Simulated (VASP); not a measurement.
# WC (P1) in VASP: a series of runs

WC is run at these levels: PBE; tasks: single point.

Program: VASP 6.6.1. These are calculated values, not measurements. Logs are shortened: lines on timing, memory, paths and dates and some standing lists are left out, and cuts for length are marked.

## Step 1: The cell of the first run

The typed cell holds 16 atoms: a = 5.735 Å, b = 5.131 Å, c = 5.903 Å, α = 90.00°, β = 90.00°, γ = 90.00°.

## Step 2: Single point, PBE

INCAR

```
SYSTEM = WC
  PREC = Accurate
  ENCUT = 520
  EDIFF = 1E-6
  ISMEAR = -1
  SIGMA = 0.3
  LREAL = Auto
  LASPH = .TRUE.
  NELM = 60
  ALGO = Normal
  ISIF = 2
  LWAVE = .FALSE.
  LCHARG = .FALSE.
  GGA = PE
  NBANDS = 86
```

KPOINTS

```
regular mesh
0
G
  3 3 3
  0 0 0
```

POSCAR

```
WC
1.0
   -2.8674780000     -4.9666170000      0.0000000000
    4.4438350000     -2.5656500000      0.0000000000
    0.0000000000      0.0000000000      5.9032910000
W C
8 8
Direct
    0.7464450877      0.5042749938     -0.0088933444
    0.7196859040      0.4523983219      0.4976546133
    0.4809574662     -0.0312714236     -0.0140430143
    0.4585263136     -0.0131836315      0.4787837835
    0.2229881487      0.4330299416      0.0058950169
    0.2368155639      0.4773947321      0.4956726680
   -0.0109187260     -0.0345218053     -0.0161604773
   -0.0156488838     -0.0290678727      0.4725330328
    0.4883579497      0.6360622473      0.2654451559
    0.5056898715      0.6362645286      0.7660980968
    0.2155731152      0.1830066070      0.2489120052
    0.2327468847      0.1371330329      0.7523261178
   -0.0164264044      0.6807178139      0.2459136776
   -0.0124488483      0.6622215274      0.7349798612
    0.7332668189      0.1308614004      0.2168451462
    0.7246543561      0.1184180834      0.7233422848
```

Potentials or basis: VASP PAW PBE potentials, release 64 (W_sv, C).

Started as:

```bash
$ cat potpaw_PBE.64/W_sv/POTCAR potpaw_PBE.64/C/POTCAR > POTCAR
$ mpirun -np 1 vasp_std > vasp.out
```

OUTCAR:

```text
SYSTEM = WC
   PREC = Accurate
   ENCUT = 520
   EDIFF = 1E-6
   ISMEAR = -1
   LREAL = Auto
   LASPH = .TRUE.
   NELM = 60
   ISIF = 2
   GGA = PE

 ion  position               nearest neighbor table
   1  0.746  0.504  0.991-  10 2.03  14 2.20  13 2.22   9 2.30  15 2.34  16 2.54   7 2.75   5 2.76
                             3 2.83   2 2.93   2 3.01   5 3.03   7 3.10   3 3.14
   2  0.720  0.452  0.498-   9 2.13  16 2.17  10 2.22  15 2.34  14 2.34  13 2.42   6 2.77   4 2.82
                             8 2.90   1 2.93   6 2.97   1 3.01   8 3.07   4 3.13
   3  0.481  0.969  0.986-  10 2.15  15 2.15  12 2.16  16 2.22   9 2.37  11 2.44   5 2.81   7 2.82
                             1 2.83   4 2.91   7 2.91   4 3.00   5 3.12   1 3.14
   4  0.459  0.987  0.479-  11 2.19   9 2.20  16 2.21  12 2.21  15 2.33  10 2.49   8 2.72   2 2.82
                             6 2.82   6 2.91   3 2.91   3 3.00   8 3.02   2 3.13
   5  0.223  0.433  0.006-  11 1.93  12 2.13  13 2.35  10 2.39   9 2.40  14 2.40   7 2.75   1 2.76
                             3 2.81   6 2.90   6 3.02   1 3.03   7 3.05   3 3.12
   6  0.237  0.477  0.496-  11 2.10   9 2.14  14 2.22  12 2.31  13 2.32  10 2.36   2 2.77   4 2.82
                             5 2.90   4 2.91   8 2.92   2 2.97   8 2.98   5 3.02
   7  0.989  0.965  0.984-  13 2.13  14 2.14  12 2.14  15 2.18  16 2.30  11 2.32   1 2.75   5 2.75
                             3 2.82   8 2.89   3 2.91   8 3.02   5 3.05   1 3.10
   8  0.984  0.971  0.473-  13 2.00  11 2.16  14 2.22  16 2.23  15 2.24  12 2.34   4 2.72   7 2.89
                             2 2.90   6 2.92   6 2.98   4 3.02   7 3.02   2 3.07
   9  0.488  0.636  0.265-   2 2.13   6 2.14   4 2.20   1 2.30   3 2.37   5 2.40
  10  0.506  0.636  0.766-   1 2.03   3 2.15   2 2.22   6 2.36   5 2.39   4 2.49
  11  0.216  0.183  0.249-   5 1.93   6 2.10   8 2.16   4 2.19   7 2.32   3 2.44
  12  0.233  0.137  0.752-   5 2.13   7 2.14   3 2.16   4 2.21   6 2.31   8 2.34
  13  0.984  0.681  0.246-   8 2.00   7 2.13   1 2.22   6 2.32   5 2.35   2 2.42
  14  0.988  0.662  0.735-   7 2.14   1 2.20   8 2.22   6 2.22   2 2.34   5 2.40
  15  0.733  0.131  0.217-   3 2.15   7 2.18   8 2.24   4 2.33   1 2.34   2 2.34
  16  0.725  0.118  0.723-   2 2.17   4 2.21   3 2.22   8 2.23   7 2.30   1 2.54

  LATTYP: Found a simple orthorhombic cell.
 ALAT       =     5.1312990002
 B/A-ratio  =     1.1176420420
 C/A-ratio  =     1.1504476741

  Lattice vectors:

 A1 = (  -4.4438350000,   2.5656500000,   0.0000000000)
 A2 = (  -2.8674780000,  -4.9666170000,   0.0000000000)
 A3 = (   0.0000000000,   0.0000000000,   5.9032910000)

Analysis of symmetry for initial positions (statically):
=====================================================================
 Subroutine PRICEL returns:
 Original cell was already a primitive cell.

 Routine SETGRP: Setting up the symmetry group for a
 simple orthorhombic supercell.

 Subroutine GETGRP returns: Found  1 space group operations
 (whereof  1 operations were pure point group operations)
 out of a pool of  8 trial point group operations.

The static configuration has the point symmetry C_1 .

Analysis of symmetry for dynamics (positions and initial velocities):
=====================================================================
 Subroutine PRICEL returns:
 Original cell was already a primitive cell.

 Routine SETGRP: Setting up the symmetry group for a
 simple orthorhombic supercell.

 Subroutine GETGRP returns: Found  1 space group operations
 (whereof  1 operations were pure point group operations)
 out of a pool of  8 trial point group operations.

The dynamic configuration has the point symmetry C_1 .

 Subroutine INISYM returns: Found  1 space group operations
 (whereof  1 operations are pure point group operations),
 and found     1 'primitive' translations

----------------------------------------------------------------------------------------

                                     Primitive cell

  volume of cell :     173.7207

  direct lattice vectors                    reciprocal lattice vectors
    -2.867478000 -4.966617000  0.000000000    -0.087184652 -0.151008207  0.000000000
     4.443835000 -2.565650000  0.000000000     0.168773127 -0.097441222  0.000000000
     0.000000000  0.000000000  5.903291000     0.000000000  0.000000000  0.169397036

  length of vectors
     5.734955493  5.131299000  5.903291000     0.174369270  0.194882426  0.169397036

  position of ions in fractional coordinates (direct lattice)
     0.746445088  0.504274994  0.991106656
     0.719685904  0.452398322  0.497654613
[... 46 lines left out ...]
     0.056257709 -0.032480407  0.000000000     0.000000000  0.333333333  0.000000000
     0.000000000  0.000000000  0.056465679     0.000000000  0.000000000  0.333333333

  Length of vectors
     0.058123090  0.064960809  0.056465679

  Shift w.r.t. Gamma in fractional coordinates (k-lattice)
     0.000000000  0.000000000  0.000000000

 Subroutine IBZKPT returns following result:
 ===========================================

 Found     14 irreducible k-points:

 Following reciprocal coordinates:
            Coordinates               Weight
  0.000000  0.000000  0.000000      1.000000
  0.333333 -0.000000  0.000000      2.000000
  0.000000  0.333333  0.000000      2.000000
  0.333333  0.333333  0.000000      2.000000
 -0.333333  0.333333  0.000000      2.000000
  0.000000  0.000000  0.333333      2.000000
  0.333333 -0.000000  0.333333      2.000000
  0.333333 -0.000000 -0.333333      2.000000
  0.000000  0.333333  0.333333      2.000000
  0.000000  0.333333 -0.333333      2.000000
  0.333333  0.333333  0.333333      2.000000
 -0.333333  0.333333 -0.333333      2.000000
  0.333333 -0.333333 -0.333333      2.000000
 -0.333333 -0.333333  0.333333      2.000000
   k-points           NKPTS =     14   k-points in BZ     NKDIM =     14   number of bands    NBANDS=     86
   number of dos      NEDOS =    301   number of ions     NIONS =     16
   total plane-waves  NPLWV =  92160
   dimension x,y,z NGX =    48 NGY =   40 NGZ =   48
   dimension x,y,z NGXF=    96 NGYF=   80 NGZF=   96
   ions per type =               8   8
   NGX,Y,Z   is equivalent  to a cutoff of  13.91, 12.96, 13.52 a.u.
   NGXF,Y,Z  is equivalent  to a cutoff of  27.83, 25.92, 27.04 a.u.
 SYSTEM =  WC
   PREC   = accura    normal or accurate (medium, high low for compatibility)
   ISTART =      0    job   : 0-new  1-cont  2-samecut
   ICHARG =      2    charge: 1-file 2-atom 10-const
   ISPIN  =      1    spin polarized calculation?
   LNONCOLLINEAR =      F non collinear calculations
   LSORBIT =      F    spin-orbit coupling
   LASPH  =      T    aspherical Exc in radial PAW
   ENCUT  =  520.0 eV  38.22 Ry    6.18 a.u.  10.66  9.54 10.98*2*pi/ulx,y,z
   NELM   =     60;   NELMIN=  2; NELMDL= -5     # of ELM steps
   EDIFF  = 0.1E-05   stopping-criterion for ELM
   LREAL  =      T    real-space projection
   EDIFFG = 0.1E-04   stopping-criterion for IOM
   NSW    =      0    number of steps for IOM
   IBRION =     -1    ionic relax: 0-MD 1-quasi-New 2-CG
   NFREE  =      0    steps in history (QN), initial steepest desc. (CG)
   ISIF   =      2    stress and relaxation
   ISYM   =      2    0-nonsym 1-usesym 2-fastsym
   POTIM  = 0.5000    time-step for ionic-motion
   TEBEG  =    0.0;   TEEND  =   0.0 temperature during run
   PSTRESS=    0.0 pullay stress
   NELECT =     144.0000    total number of electrons
   NUPDOWN=      -1.0000    fix difference up-down
   EMIN   =  10.00;   EMAX   =-10.00  energy-range for DOS
   EFERMI =   0.00;   METHOD = LEGACY
   ISMEAR =    -1;   SIGMA  =   0.30  broadening in eV -4-tet -1-fermi 0-gaus
   EFERMI_NEDOS =   21; number of points for ismear=-14 and -15
   IALGO  =     38    algorithm
   IMIX   =      4    mixing-type and parameters
     AMIX     =   0.40;   BMIX     =  1.00
     AMIX_MAG =   1.60;   BMIX_MAG =  1.00
  volume/ion in A,a.u.               =      10.86        73.27
  Fermi-wavevector in a.u.,A,eV,Ry     =   1.537842  2.906101 32.177220  2.364959
  Thomas-Fermi vector in A             =   2.644294
   LORBIT       =      0    0 simple, 1 ext, 2 COOP (PROOUT), +10 PAW based schemes
   GGA     = PE    functional components
   LHFCALC =     F    Hartree Fock is set to
   AEXX    =    0.0000 exact exchange contribution
   IVDW    =     0    specifies the selected vdW correction
   LEPSILON=     F    determine dielectric tensor
   LRPA    =     F    only Hartree local field effects (RPA)
 non-spin polarized calculation
  energy-cutoff  :      520.00
  volume of cell :      173.72
 maximum number of plane-waves:      4706
 NGX is ok and might be reduce to    42
   NGX = 21   NGY = 19   NGZ = 21

 number of electron     143.9999998 magnetization

 Free energy of the ion-electron system (eV)
  ---------------------------------------------------
  ext. energy  EPLUGINS =         0.00000000
  ---------------------------------------------------
  free energy    TOTEN  =      -175.56326078 eV

  energy without entropy =     -174.35344527  energy(sigma->0) =     -174.95835302

 E-fermi :  10.7185     XC(G=0): -13.5316

 val. band max:       10.7060858133   @ k =   0.0000   0.0000   0.0000
 cond. band min:      10.7660844843   @ k =   0.3333  -0.0000   0.0000
 fundamental gap:      0.0599986710
 Fermi energy:        10.7185404181

 k-point     1 :       0.0000    0.0000    0.0000
  band No.  band energies     occupation
      1     -63.6048      2.00000
      2     -63.5765      2.00000
      3     -63.5433      2.00000
      4     -63.5370      2.00000
      5     -63.5161      2.00000
      6     -63.4989      2.00000
[... 1207 lines left out ...]
     83      14.1280      0.00002
     84      14.3889      0.00001
 [bands above 84 left out]

------------------------ aborting loop because EDIFF is reached ----------------------------------------

  FORCE on cell =-STRESS in cart. coord.  units (eV):
  Direction    XX          YY          ZZ          XY          YZ          ZX
  --------------------------------------------------------------------------------------
  -------------------------------------------------------------------------------------
  Total        6.2074576     10.1885053    -19.2990586      4.0111107     -0.2470712     -1.3583765
  in kB       57.2496423     93.9657301   -177.9898105     36.9933502     -2.2786687    -12.5279262
  external PRESSURE =      -8.9248127 kB  Pullay stress =       0.0000000 kB

 VOLUME and BASIS-vectors are now :
 -----------------------------------------------------------------------------
  energy-cutoff  :      520.00
  volume of cell :      173.72
      direct lattice vectors                 reciprocal lattice vectors
    -2.867478000 -4.966617000  0.000000000    -0.087184652 -0.151008207  0.000000000
     4.443835000 -2.565650000  0.000000000     0.168773127 -0.097441222  0.000000000
     0.000000000  0.000000000  5.903291000     0.000000000  0.000000000  0.169397036

 POSITION                                       TOTAL-FORCE (eV/Angst)
 -----------------------------------------------------------------------------------
      0.10050     -5.00110      5.85079        -2.756952      2.955258      1.004213
     -0.05330     -4.73510      2.93780         0.964199     -3.136085     -0.517720
      2.92574     -4.87415      5.82039        -0.635041     -0.492927      0.263681
      3.07044     -4.80915      2.82640        -3.076939     -1.912241      1.313792
      1.28490     -2.21850      0.03480         5.266345     -5.353575     -3.109671
      1.44240     -2.40100      2.92610         1.492443      0.458721      0.999247
[... 8 lines left out ...]
     -1.52110     -3.97760      1.28010         1.321413     -0.115250      1.424039
     -1.55170     -3.90290      4.27010         0.614708     -0.599094      0.512799
 -----------------------------------------------------------------------------------
    total drift:                               -0.006786      0.000288     -0.006981

  FREE ENERGIE OF THE ION-ELECTRON SYSTEM (eV)
  ---------------------------------------------------
  free  energy   TOTEN  =      -175.5632607809 eV

  energy  without entropy=     -174.3534452677  energy(sigma->0) =     -174.95835302
```

Wall time 11 min (1 thread of Intel Xeon 8259CL, shared host); peak memory 0.37 GiB.

What came out:

| Item | Value |
| --- | --- |
| Free energy | -175.5633 eV |
| Pressure | -0.9 GPa |
| Largest force | 8.128 eV/Å |

Forces on the atoms (eV/Å):
```
W   -2.757  2.955  1.004
W    0.964 -3.136 -0.518
W   -0.635 -0.493  0.264
W   -3.077 -1.912  1.314
W    5.266 -5.354 -3.110
W    1.492  0.459  0.999
W    1.973  0.656 -0.263
W    2.006  0.755  2.780
C    0.772  0.209 -1.660
C    1.008  2.022 -1.855
C   -4.194  1.507  0.935
C    0.079 -0.111 -1.118
C   -3.148  1.922 -0.631
C   -1.686  1.235 -0.078
C    1.321 -0.115  1.424
C    0.615 -0.599  0.513
```

Stress tensor (GPa, compression positive):
```
  5.72   3.70  -1.25
  3.70   9.40  -0.23
 -1.25  -0.23 -17.80
```

Levels at points of the mesh, in eV from the Fermi level:
```tsv
k point	band 68	band 69	band 70	band 71	band 72	band 73	band 74	band 75	band 76	band 77
(0.00, 0.00, 0.00)	-1.05	-0.78	-0.56	-0.33	-0.21	-0.01	0.62	0.77	1.28	1.65
```

Caveat: the k points lie up to 0.41 Å⁻¹ apart; the atoms stand as in a frame of molecular dynamics; so wide a smearing shifts energies and pressures; spin-orbit coupling is left out, which moves the levels of the heavy elements; forces of over 1 eV/Å act on the atoms, so gaps and moduli don't describe the material at rest.

(Continued in part 2 of 2.)
